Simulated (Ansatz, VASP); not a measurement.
# Si7Ge in VASP and in Ansatz

INCAR

```
SYSTEM = Si7Ge
ALGO = Normal
EDIFF = 1E-6
ENCUT = 520
GGA = PS
ISIF = 2
ISMEAR = 0
LASPH = .TRUE.
LCHARG = .FALSE.
LREAL = .FALSE.
LWAVE = .FALSE.
NBANDS = 31
NELM = 100
PREC = Accurate
SIGMA = 0.03
```

Contents of KPOINTS:

```
k-points
0
G
  8 8 8
  0 0 0
```

POSCAR

```
Si7Ge
1.0
    5.4324121621      0.0000000000      0.0000000000
    0.0000000000      5.4324121621      0.0000000000
    0.0000000000      0.0000000000      5.2183751229
Si Ge
7 1
Direct
    0.2525986838      0.2525986838      0.2525986838
    0.0000000000      0.5000000000      0.5000000000
    0.5000000000      0.5000000000      0.0000000000
    0.5000000000      0.0000000000      0.5000000000
    0.7474013162      0.2525986838      0.7474013162
    0.7474013162      0.7474013162      0.2525986838
    0.2525986838      0.7474013162      0.7474013162
    0.0000000000      0.0000000000      0.0000000000
```

Input for Ansatz:

```yaml
crystal:
  lattice:
    - [5.4324121621, 0.0, 0.0]
    - [0.0, 5.4324121621, 0.0]
    - [0.0, 0.0, 5.2183751229]
  atoms:
    - { symbol: Si, position: [0.2525986838, 0.2525986838, 0.2525986838] }
    - { symbol: Si, position: [0.0, 0.5, 0.5] }
    - { symbol: Si, position: [0.5, 0.5, 0.0] }
    - { symbol: Si, position: [0.5, 0.0, 0.5] }
    - { symbol: Si, position: [0.7474013162, 0.2525986838, 0.7474013162] }
    - { symbol: Si, position: [0.7474013162, 0.7474013162, 0.2525986838] }
    - { symbol: Si, position: [0.2525986838, 0.7474013162, 0.7474013162] }
    - { symbol: Ge, position: [0.0, 0.0, 0.0] }
basis:
  ecutwfc: 420
kpoints:
  mp_grid: { grid: [8, 8, 8] }
hamiltonian:
  xc: pbesol
  pseudopotentials: { kind: paw, azcp: { folder: soft_1 } }
scf:
  occupations: { method: gaussian, width: 0.03 }
output:
  forces: true
  stress: true
  eigenvalues: true
```

Alike in both runs: task single point; functional PBEsol; k mesh 8 × 8 × 8; occupations gaussian, width 0.03 eV; no spin polarisation.

|  | VASP | Ansatz |
| --- | --- | --- |
| version | VASP 6.6.1 | Ansatz 0.2.0 |
| potentials or method | VASP PAW PBE potentials, release 64 (Si, Ge_d), cutoff 520 eV | scalar-relativistic, plane waves, PAW |
| valence electrons in the cell | 42 | 42 |

Ansatz gave:

```
gap on the k mesh at the Fermi level (eV)                     : none
pressure (GPa)                                                : 5.5
traceless stress, the component that is largest in VASP (GPa) : 2.22
rms of the force components (eV/Å)                            : 0.007
```

Q: What did VASP give for the same quantities?

A: gap on the k mesh at the Fermi level (eV): none; pressure (GPa): 5.6; traceless stress, the component that is largest in VASP (GPa): 2.22; rms of the force components (eV/Å): 0.008.

VASP's potentials were made for PBE, not for PBEsol, and Ansatz warns of the same on its side. Atom by atom the forces differ by 0.004 eV/Å (rms over components). A gap of «none» marks a metal or a gap that the smearing closes. With one functional, cell and mesh, what is left measures potentials, basis and numerics.
